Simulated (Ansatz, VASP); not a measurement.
## CrCu2SnSe4: VASP beside Ansatz

```
CELL_PARAMETERS angstrom
0.00000 5.82433 0.00000
5.82433 0.00000 0.00000
2.91217 2.91217 -5.70810
ATOMIC_POSITIONS crystal
Cr 0.00000 0.00000 0.00000
Se 0.35812 0.35812 0.72745
Se 0.64188 0.08557 0.27255
Se 0.91443 0.91443 0.72745
Se 0.08557 0.64188 0.27255
Sn 0.50000 0.50000 0.00000
Cu 0.75000 0.25000 0.50000
Cu 0.25000 0.75000 0.50000
```

Alike in both runs: functional PBE; k mesh 4 × 4 × 4; occupations fermi-dirac, width 0.041 eV; collinear spin; Hubbard terms Cu d U = 2.0 eV.

Ansatz relaxed the structure, and its values are those at the end. VASP's run is a single point on that final structure, the one shown.

```csv
,VASP,Ansatz
version,VASP 6.6.1,Ansatz 0.2.0
potentials or method,"VASP PAW PBE potentials, release 64 (Cr_pv, Se, Sn_d, Cu), cutoff 520 eV",PAW plane waves
valence electrons in the cell,72,130
```

VASP gave:

| Item | Value |
| --- | --- |
| gap on the k mesh at the Fermi level (eV) | none |
| pressure (GPa) | 0.0 |
| rms of the force components (eV/Å) | 0.017 |
| net moment per atom (μB) | 0.32 |
| size of the moment on the site where the two differ most (μB) | 2.81 |

Question: What did Ansatz give for the same quantities?

Answer: gap on the k mesh at the Fermi level (eV): none; pressure (GPa): 0.0; rms of the force components (eV/Å): 0.000; net moment per atom (μB): 0.32; size of the moment on the site where the two differ most (μB): 2.60.

Site moments also hang on the region over which each program counts them. The programs project onto different local orbitals, so the same U acts differently, and such runs can settle in different states. A gap of «none» marks a metal or a gap that the smearing closes. VASP's potentials hold 72 valence electrons a cell and Ansatz's 130, so a difference there can come from the potentials and not from the codes. Ansatz's warnings: filled band counts differ across k points, magnetic order settling ended, no starting moments.
